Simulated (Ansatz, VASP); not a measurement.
Two plane-wave programs on LaAl3N4

```
CELL_PARAMETERS angstrom
6.05041 -1.64848 0.88753
6.05041 1.64848 0.88753
-1.91828 0.00000 5.10803
ATOMIC_POSITIONS crystal
Al 0.98039 0.98039 0.29554
Al 0.33906 0.33906 0.03046
Al 0.49700 0.49700 0.77499
N 0.81955 0.81955 0.17055
N 0.04934 0.04934 0.63862
N 0.33821 0.33821 0.69694
N 0.50831 0.50831 0.13930
La 0.71814 0.71814 0.50361
```

Alike in both runs: task single point; functional PBE; k mesh 8 × 8 × 6; occupations fermi-dirac, width 0.02 eV; no spin polarisation.

```csv
,VASP,Ansatz
version,VASP 6.6.1,Ansatz 0.2.0
potentials or method,"VASP PAW PBE potentials, release 64 (Al, N, La)","plane waves, PAW"
plane-wave cutoff (eV),520,420
valence electrons in the cell,40,40
```

VASP gave:

```
gap on the k mesh at the Fermi level (eV) : 2.06
pressure (GPa)                            : 2.7
rms of the force components (eV/Å)        : 0.114
```

Q: Which values does Ansatz return?

A: gap on the k mesh at the Fermi level (eV): 2.04; pressure (GPa): 2.9; rms of the force components (eV/Å): 0.113.

With one functional, cell and mesh, what is left measures potentials, basis and numerics.

Spin-orbit coupling is off throughout.
